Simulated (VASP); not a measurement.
Input of a VASP 6.6.1 run:

INCAR

```
SYSTEM = CuO
PREC     = Accurate       ! precision mode
ENCUT    = 820            ! plane-wave cutoff, eV
EDIFF    = 1E-6           ! SCF threshold, eV
ISMEAR   = -1             ! smearing method
SIGMA    = 0.05           ! smearing width, eV
LREAL    = .False.        ! projectors in reciprocal space
LASPH    = .True.         ! aspherical terms in the spheres
NELM     = 120            ! most SCF steps
ALGO     = Normal         ! electronic algorithm
ISIF     = 2              ! what is computed and relaxed
LWAVE    = .False.        ! write WAVECAR
LCHARG   = .True.         ! write CHGCAR
GGA      = RP             ! functional
LELF     = .True.         ! ELF
LVHAR    = .True.       
NBANDS   = 33             ! bands
GGA_COMPAT= .False.
```

The input KPOINTS:

```
regular mesh
0
Gamma
  9 9 5
  0 0 0
```

The input POSCAR:

```
CuO
1.0
    2.8405840181      0.0000000000      0.0000000000
    0.0385446830      2.8403655272      0.0000000000
    0.0172589332      0.0170118330      5.1063800938
Cu O
2 2
Direct
    0.0000000000      0.5000000000      0.0000000000
    0.5000000000      0.0000000000      0.5000000000
    0.9984239700      0.0016717800      0.7498871000
    0.0015760300      0.9983282200      0.2501129000
```

Potentials or basis: VASP PAW PBE potentials, release 64 (Cu_sv_GW, O).

The run is started by

```console
$ cat potpaw_PBE.64/Cu_sv_GW/POTCAR potpaw_PBE.64/O/POTCAR > POTCAR
$ mpirun -np 1 vasp_std > vasp.out
```

**Question.** Estimate the band gap on the k mesh.

**Answer.** Zero (bands 25 and 26 overlap by 0.96 eV).

**Question.** Predict the largest force.

**Answer.** 0.012 eV/Å.

**Question.** What does it give for the pressure?

**Answer.** 18.7 GPa.

Stress tensor (GPa, compression positive):
```
17.91  0.05  0.04
 0.05 17.84  0.06
 0.04  0.06 20.48
```

Caveat: the cell stands under pressure; the PAW data sets were made with another functional, which shifts forces and pressure a little; semilocal functionals often make such compounds metallic where correlation or magnetic order opens a gap, which also shifts bond lengths. With open d or f shells a metallic result of RPBE can be an artefact of self-interaction; +U or a hybrid may open a gap.
